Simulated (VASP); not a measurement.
Here is a VASP 6.6.1 calculation.

INCAR

```
SYSTEM = Ni
  PREC = Accurate
  ENCUT = 520
  EDIFF = 1E-7
  ISMEAR = -1
  SIGMA = 0.05
  LREAL = .FALSE.
  LASPH = .TRUE.
  NELM = 150
  ALGO = Normal
  ISIF = 2
  LWAVE = .FALSE.
  LCHARG = .FALSE.
  ISPIN = 2
  MAGMOM = 0.2
  LORBIT = 11
  LMAXMIX = 4
  GGA = PE
  NBANDS = 15
```

KPOINTS

```
regular mesh
0
G
  15 15 15
  0 0 0
```

File POSCAR:

```
Ni
1.0
    0.0000000000      1.7724000000      1.7724000000
    1.7724000000      0.0000000000      1.7724000000
    1.7724000000      1.7724000000      0.0000000000
Ni
1
Direct
    0.0000000000      0.0000000000      0.0000000000
```

Potentials or basis: VASP PAW PBE potentials, release 64 (Ni).

Launch:

```sh
$ cat potpaw_PBE.64/Ni/POTCAR > POTCAR
$ mpirun -np 1 vasp_std > vasp.out
```

(1) Predict the pressure.

(2) Predict the site moments.

(3) Estimate the net moment.

Results:

(1) -4.1 GPa.

(2) Ni +0.66 μB.

(3) 0.65 μB per cell.
